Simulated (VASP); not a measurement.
Here is a VASP 6.6.1 calculation.

Contents of INCAR:

```
  ALGO = Normal
  EDIFF = 1E-6
  ENCUT = 500
  GGA = PE
  GGA_COMPAT = False
  ISIF = 2
  ISMEAR = 0
  LASPH = True
  LCHARG = False
  LREAL = False
  LWAVE = False
  NBANDS = 26
  NELM = 120
  PREC = Accurate
  SIGMA = 0.01
```

Contents of KPOINTS:

```
k-points
0
Gamma
  1 1 1
```

The input POSCAR:

```
Si
1.0
    5.4310000000      0.0000000000      0.0000000000
    0.0000000000      5.4310000000      0.0000000000
    0.0000000000      0.0000000000      5.4310000000
Si
8
Direct
    0.0101840000      0.0001490000      0.0000930000
   -0.0001090000      0.4899320000      0.5000860000
    0.5001230000     -0.0001930000      0.5148670000
    0.5001580000      0.4998470000      0.0000620000
    0.2499320000      0.2600580000      0.2501450000
    0.2500330000      0.7499560000      0.7399290000
    0.7600490000      0.2500510000      0.7499640000
    0.7499870000      0.7500150000      0.2499030000
```

Potentials or basis: VASP PAW PBE potentials, release 64 (Si).

Launch:

```bash
$ cat potpaw_PBE.64/Si/POTCAR > POTCAR
$ mpirun -np 1 vasp_gam > vasp.out
```

**Question.** Predict the band gap on the k mesh.

**Answer.** 0.26 eV.

**Question.** Estimate the largest force.

**Answer.** 1.193 eV/Å.

Stress tensor (GPa, compression positive):
```
10.93  1.48 -1.08
 1.48 10.60 -0.04
-1.08 -0.04 10.80
```

Caveat: the k points lie up to 1.16 Å⁻¹ apart; forces of over 1 eV/Å act on the atoms, so gaps and moduli don't describe the material at rest. A k mesh can miss the band edges.
